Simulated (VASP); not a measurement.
# Ir (Fm-3m) in VASP: notebook, part 2 of 2

VASP 6.6.1. Earlier steps stand in the parts before.

## 3. Single point, PBE, collinear spin, ferromagnetic start (volume scaled by 1.04)

File INCAR:

```
ALGO = Normal
EDIFF = 1E-6
ENCUT = 520
GGA = PE
ISIF = 2
ISMEAR = -1
ISPIN = 2
LASPH = True
LCHARG = False
LMAXMIX = 4
LORBIT = 11
LREAL = False
LWAVE = False
MAGMOM = 1
NBANDS = 14
NELM = 150
PREC = Accurate
SIGMA = 0.05
```

File KPOINTS:

```
k-points
0
Gamma
  23 23 23
```

File POSCAR:

```
Ir
1.0
    0.0000000000      1.9612044215      1.9612044215
    1.9612044215      0.0000000000      1.9612044215
    1.9612044215      1.9612044215      0.0000000000
Ir
1
Direct
    0.0000000000      0.0000000000      0.0000000000
```

Potentials or basis: VASP PAW PBE potentials, release 64 (Ir).

On the command line:

```console
$ cat potpaw_PBE.64/Ir/POTCAR > POTCAR
$ mpirun -np 1 vasp_std > vasp.out
```

Run time: 1.7 min. Hardware: 1 thread of Intel Xeon 6975P-C, shared host; peak memory 0.24 GiB.

The run converged. Its results:

- Free energy: -8.8338 eV
- Pressure: -12.2 GPa
- Net moment: 0.00 μB per cell
- Valence electrons inside the program's atomic spheres: Ir 8.19

Levels at points of the mesh, in eV from the Fermi level:
Spin up:
| k point | band 2 | band 3 | band 4 | band 5 | band 6 | band 7 |
| --- | --- | --- | --- | --- | --- | --- |
| (0.00, 0.00, 0.00) | -3.49 | -3.49 | -3.49 | -1.07 | -1.07 | 14.47 |
Spin down:
| k point | band 1 | band 2 | band 3 | band 4 | band 5 | band 6 | band 7 | band 8 | band 9 |
| --- | --- | --- | --- | --- | --- | --- | --- | --- | --- |
| (0.00, 0.00, 0.00) | -10.41 | -3.49 | -3.49 | -3.49 | -1.07 | -1.07 | 14.47 | 19.67 | 19.67 |

Caveat: the cell differs from its parent crystal (volume scaled by 1.04); spin-orbit coupling is left out, which moves the levels of the heavy elements.

## 4. Single point, PBE

File INCAR:

```
SYSTEM = Ir
ALGO     = Normal         ! electronic algorithm
EDIFF    = 1E-7           ! SCF threshold, eV
ENCUT    = 520            ! plane-wave cutoff, eV
GGA      = PE             ! functional
ISIF     = 2              ! what is computed and relaxed
ISMEAR   = -1             ! smearing method
LASPH    = .TRUE.         ! aspherical terms in the spheres
LCHARG   = .FALSE.        ! write CHGCAR
LREAL    = .FALSE.        ! projectors in reciprocal space
LWAVE    = .FALSE.        ! write WAVECAR
NBANDS   = 10             ! bands
NELM     = 100            ! most SCF steps
PREC     = Accurate       ! precision mode
SIGMA    = 0.1            ! smearing width, eV
```

File KPOINTS:

```
k-points
0
G
  14 14 14
  0 0 0
```

File POSCAR:

```
Ir
1.0
    0.0000000000      1.9360622002      1.9360622002
    1.9360622002      0.0000000000      1.9360622002
    1.9360622002      1.9360622002      0.0000000000
Ir
1
Direct
    0.0000000000      0.0000000000      0.0000000000
```

Potentials or basis: VASP PAW PBE potentials, release 64 (Ir).

On the command line:

```console
$ cat potpaw_PBE.64/Ir/POTCAR > POTCAR
$ mpirun -np 1 vasp_std > vasp.out
```

OUTCAR:

```text
SYSTEM = Ir
   EDIFF = 1E-7
   ENCUT = 520
   GGA = PE
   ISIF = 2
   ISMEAR = -1
   LASPH = .TRUE.
   LREAL = .FALSE.
   NELM = 100
   PREC = Accurate

 ion  position               nearest neighbor table
   1  0.000  0.000  0.000-

  LATTYP: Found a face centered cubic cell.
 ALAT       =     3.8721244004

  Lattice vectors:

 A1 = (   0.0000000000,   1.9360622002,   1.9360622002)
 A2 = (   1.9360622002,   0.0000000000,   1.9360622002)
 A3 = (   1.9360622002,   1.9360622002,   0.0000000000)

Analysis of symmetry for initial positions (statically):
[... 482 lines left out ...]
      5       8.5977      2.00000
      6       9.7220      1.70027
      7      24.7079      0.00000
      8      27.6388      0.00000
      9      29.6363      0.00000
     10      30.7151      0.00000

 [... further k-points ...]
[... 5 lines left out ...]
  --------------------------------------------------------------------------------------
  -------------------------------------------------------------------------------------
  Total        0.0453708      0.0453708      0.0453708     -0.0000000     -0.0000000      0.0000000
  in kB        5.0084056      5.0084056      5.0084056     -0.0000000     -0.0000000      0.0000000
  external PRESSURE =       5.0084056 kB  Pullay stress =       0.0000000 kB

 VOLUME and BASIS-vectors are now :
 -----------------------------------------------------------------------------
  energy-cutoff  :      520.00
  volume of cell :       14.51
      direct lattice vectors                 reciprocal lattice vectors
     0.000000000  1.936062200  1.936062200    -0.258256166  0.258256166  0.258256166
     1.936062200  0.000000000  1.936062200     0.258256166 -0.258256166  0.258256166
     1.936062200  1.936062200  0.000000000     0.258256166  0.258256166 -0.258256166

 POSITION                                       TOTAL-FORCE (eV/Angst)
 -----------------------------------------------------------------------------------
      0.00000      0.00000      0.00000         0.000000      0.000000      0.000000
 -----------------------------------------------------------------------------------
    total drift:                                0.000000      0.000000     -0.000000

  FREE ENERGIE OF THE ION-ELECTRON SYSTEM (eV)
  ---------------------------------------------------
  free  energy   TOTEN  =        -8.8604537179 eV

  energy  without entropy=       -8.8244590141  energy(sigma->0) =       -8.84245637
```

OSZICAR:

```text
N       E                     dE             d eps       ncg     rms          rms(c)
DAV:   1     0.471693019725E+02    0.47169E+02   -0.44097E+03  2096   0.819E+02
DAV:   2    -0.850959101736E+01   -0.55679E+02   -0.52947E+02  2110   0.195E+02
DAV:   3    -0.942046646791E+01   -0.91088E+00   -0.90893E+00  2454   0.306E+01
DAV:   4    -0.942839229324E+01   -0.79258E-02   -0.79247E-02  2322   0.263E+00
DAV:   5    -0.942855847399E+01   -0.16618E-03   -0.16618E-03  2384   0.364E-01    0.142E+01
DAV:   6    -0.894904352634E+01    0.47951E+00   -0.87206E-01  2324   0.114E+01    0.575E+00
DAV:   7    -0.886641559523E+01    0.82628E-01   -0.25984E-01  2478   0.571E+00    0.152E+00
DAV:   8    -0.886342059462E+01    0.29950E-02   -0.21226E-03  2248   0.488E-01    0.105E+00
DAV:   9    -0.886044674425E+01    0.29739E-02   -0.19430E-03  2350   0.610E-01    0.163E-02
DAV:  10    -0.886045253842E+01   -0.57942E-05   -0.10869E-05  2824   0.306E-02    0.221E-02
DAV:  11    -0.886045373914E+01   -0.12007E-05   -0.81472E-07  2270   0.102E-02    0.767E-04
DAV:  12    -0.886045371790E+01    0.21237E-07   -0.10279E-08  1300   0.967E-04
   1 F= -.88604537E+01 E0= -.88424564E+01  d E =-.359947E-01
```

stdout:

```text
POSCAR found type information on POSCAR Ir
 POSCAR found :  1 types and       1 ions
 scaLAPACK will be used
 LDA part: xc-table for (Slater+PW92), standard interpolation
 POSCAR, INCAR and KPOINTS ok, starting setup
 FFT: planning ... GRIDC
 FFT: planning ... GRID_SOFT
 FFT: planning ... GRID
 WAVECAR not read
 entering main loop
```

It took 12 s on 1 thread of Intel Xeon 8259CL, shared host; peak memory 0.14 GiB.

Results:

| Property | Result |
| --- | --- |
| Free energy | -8.8605 eV |
| Pressure | 0.5 GPa |

Caveat: spin-orbit coupling is left out, which moves the levels of the heavy elements.

## 5. Relaxation of cell and atoms, PBE

This run uses another cell than the first one, of 14.15 Å³/atom, 0.975 times its volume.

File INCAR:

```
SYSTEM = Ir
  PREC = Accurate
  ENCUT = 600
  EDIFF = 1E-6
  ISMEAR = -1
  SIGMA = 0.1
  LREAL = .False.
  LASPH = .True.
  NELM = 80
  ALGO = Normal
  ISIF = 3
  LWAVE = .False.
  LCHARG = .False.
  GGA = PE
  IBRION = 2
  NSW = 80
  EDIFFG = -0.01
```

File KPOINTS:

```
Automatic mesh
0
Gamma
  14 14 14
  0 0 0
```

File POSCAR:

```
Ir
1.0
    0.0000000000      1.9197000000      1.9197000000
    1.9197000000      0.0000000000      1.9197000000
    1.9197000000      1.9197000000      0.0000000000
Ir
1
Direct
    0.0000000000      0.0000000000      0.0000000000
```

On the command line:

```console
$ cat potpaw_PBE.64/Ir/POTCAR > POTCAR
$ mpirun -np 1 vasp_std > vasp.out
```

Run time: 28 s. Hardware: 1 thread of Intel Xeon 8259CL, shared host; peak memory 0.16 GiB.

Results (log left out):

* Free energy: -8.8607 eV
* Relaxed volume: 14.54 Å³/atom
* Relaxed cell: a = 2.740 Å, b = 2.740 Å, c = 2.740 Å, α = 60.00°, β = 60.00°, γ = 60.00°
* Space group after relaxing (to 0.05 Å): Fm-3m (No. 225)
* Energy gained by relaxing: 11.9 meV/atom
* Ionic steps: 4
* Pressure after relaxing: 0.0 GPa

The path:
| step | energy change (eV) | largest force (eV/Å) | pressure (GPa) | volume (Å³) |
| --- | --- | --- | --- | --- |
| 1 | 0.0000 | 0.0000 | 10.12 | 14.15 |
| 2 | 0.1285 | 0.0000 | -26.66 | 16.06 |
| 3 | -0.0119 | 0.0000 | -0.40 | 14.56 |
| 4 | -0.0119 | 0.0000 | -0.05 | 14.54 |

Final structure:
```
Ir
1.0
     0.00000    1.93721    1.93721
     1.93721    0.00000    1.93721
     1.93721    1.93721    0.00000
Ir
1
Direct
  0.00000 0.00000 0.00000
```

Levels at points of the mesh, in eV from the Fermi level:
| k point | band 1 | band 2 | band 3 | band 4 | band 5 | band 6 | band 7 | band 8 |
| --- | --- | --- | --- | --- | --- | --- | --- | --- |
| (0.00, 0.00, 0.00) | -10.76 | -3.65 | -3.65 | -3.65 | -1.08 | -1.08 | 14.45 | 19.87 |
| (0.50, 0.00, 0.00) | -7.74 | -3.75 | -3.75 | -0.62 | 0.92 | 0.92 | 7.06 | 13.98 |
| (0.50, 0.50, 0.00) | -7.53 | -6.97 | 0.89 | 1.47 | 1.47 | 1.78 | 10.21 | 11.65 |

Caveat: spin-orbit coupling is left out, which moves the levels of the heavy elements. PBE usually gives volumes a little too large and moduli too small.

## 6. Single point, PBE (volume scaled by 0.88)

File INCAR:

```
SYSTEM = Ir
ALGO = Normal
EDIFF = 1E-7
ENCUT = 520
GGA = PE
ISIF = 2
ISMEAR = -1
LASPH = .TRUE.
LCHARG = .FALSE.
LREAL = .FALSE.
LWAVE = .FALSE.
NBANDS = 10
NELM = 100
PREC = Accurate
SIGMA = 0.1
```

File KPOINTS:

```
k-points
0
G
  23 23 23
  0 0 0
```

File POSCAR:

```
Ir
1.0
    0.0000000000      1.8552973741      1.8552973741
    1.8552973741      0.0000000000      1.8552973741
    1.8552973741      1.8552973741      0.0000000000
Ir
1
Direct
    0.0000000000      0.0000000000      0.0000000000
```

Potentials or basis: VASP PAW PBE potentials, release 64 (Ir).

On the command line:

```console
$ cat potpaw_PBE.64/Ir/POTCAR > POTCAR
$ mpirun -np 1 vasp_std > vasp.out
```

Wall time 35 s (1 thread of Intel Xeon 8259CL, shared host); peak memory 0.17 GiB.

It converged, with:

| Property | Result |
| --- | --- |
| Free energy | -8.5667 eV |
| Pressure | 62.3 GPa |

Levels at points of the mesh, in eV from the Fermi level:
```tsv
k point	band 1	band 2	band 3	band 4	band 5	band 6	band 7	band 8	band 9
(0.00, 0.00, 0.00)	-12.24	-4.52	-4.52	-4.52	-1.36	-1.36	14.08	20.30	20.30
```

Caveat: the cell differs from its parent crystal (volume scaled by 0.88); spin-orbit coupling is left out, which moves the levels of the heavy elements.

## 7. The runs side by side

| task | spin | cell | k mesh | cutoff (eV) | smearing | gap on the mesh (eV) | pressure (GPa) | moment (μB) |
| --- | --- | --- | --- | --- | --- | --- | --- | --- |
| single point | collinear, ferromagnetic start | a = 2.738 Å, angles 60.0°, 1 atom | 23 × 23 × 23 | 520 | fermi-dirac 0.05 eV | none | 0.2 | 0.00 |
| single point | collinear, ferromagnetic start | a = 2.774 Å, angles 60.0°, 1 atom | 23 × 23 × 23 | 520 | fermi-dirac 0.05 eV | none | -12.2 | 0.00 |
| single point | off | a = 2.738 Å, angles 60.0°, 1 atom | 14 × 14 × 14 | 520 | fermi-dirac 0.1 eV | none | 0.5 | - |
| relaxation of cell and atoms | off | relaxed from a = 2.715 Å, angles 60.0°, 1 atom | 14 × 14 × 14 | 600 | fermi-dirac 0.1 eV | none | 0.0 | - |
| single point | off | a = 2.624 Å, angles 60.0°, 1 atom | 23 × 23 × 23 | 520 | fermi-dirac 0.1 eV | none | 62.3 | - |

Alike in all rows: level PBE; potentials or basis VASP PAW PBE potentials, release 64 (Ir).

Caveats: spin-orbit coupling is left out, which moves the levels of the heavy elements.

Total energies depend on the potentials used, so only differences within one code and one set of settings carry meaning.
